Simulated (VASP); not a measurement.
Set up this calculation in VASP 6.6.1, as the native input.

| Item | Value |
| --- | --- |
| Task | single point |
| Functional | r2SCAN |
| Potentials or basis | VASP PAW PBE potentials, release 64 (Ga_d, N) |
| Cutoff | 520 eV |
| k mesh | 10 × 10 × 10 |
| Occupations | gaussian, width 0.01 eV |
| Spin | no spin polarisation |
| Dipole correction | no |
| Further INCAR settings | ALGO = Normal; EDIFF = 1e-06; NBANDS = 16 |

GaN:

```
Ga N
1.0
    -0.00527    2.10852    2.10852
     2.10852   -0.00527    2.10852
     2.10324    2.10324    0.00000
Ga N
1 1
Direct
  0.00000 0.00000 0.00000
  0.50000 0.50000 0.50000
```

This cell differs from its parent crystal: shear xy strain -0.5%.

The input as run:

POSCAR

```
GaN
1.0
   -0.0052712881      2.1085152370      2.1085152370
    2.1085152370     -0.0052712881      2.1085152370
    2.1032439489      2.1032439489      0.0000000000
Ga N
1 1
Direct
    0.0000000000      0.0000000000      0.0000000000
    0.5000000000      0.5000000000      0.5000000000
```

INCAR.step1

```
SYSTEM = GaN
  PREC = Accurate
  ENCUT = 520
  ISMEAR = 0
  SIGMA = 0.01
  LREAL = .FALSE.
  LASPH = .TRUE.
  NELM = 100
  NBANDS = 16
  GGA = PE
  ALGO = Normal
  EDIFF = 1E-4
  LWAVE = .TRUE.
  LCHARG = .FALSE.
```

INCAR.step2

```
SYSTEM = GaN
  PREC = Accurate
  ENCUT = 520
  EDIFF = 1E-6
  ISMEAR = 0
  SIGMA = 0.01
  LREAL = .FALSE.
  LASPH = .TRUE.
  NELM = 100
  ALGO = Normal
  ISIF = 2
  LWAVE = .FALSE.
  LCHARG = .FALSE.
  METAGGA = R2SCAN
  LMIXTAU = .TRUE.
  NBANDS = 16
  ISTART = 1
```

KPOINTS

```
Automatic mesh
0
G
  10 10 10
  0 0 0
```

Potentials or basis: VASP PAW PBE potentials, release 64 (Ga_d, N).

Run with:

```console
$ cat potpaw_PBE.64/Ga_d/POTCAR potpaw_PBE.64/N/POTCAR > POTCAR
$ cp INCAR.step1 INCAR
$ mpirun -np 1 vasp_std > vasp.out
$ cp INCAR.step2 INCAR
$ mpirun -np 1 vasp_std > vasp.out
```

Results of the run:

```json
{"Pressure": "1.3 GPa", "Band gap on the k mesh": "1.16 eV, indirect (least direct gap 3.37 eV)"}
```

Caveat: the cell differs from its parent crystal (shear xy strain -0.5%); the PAW data sets were made with another functional, which shifts forces and pressure a little.

Wall time 2.3 min on 1 thread of AMD EPYC 9R14 (Zen 4), with other jobs on the host, peak memory 0.15 GiB.
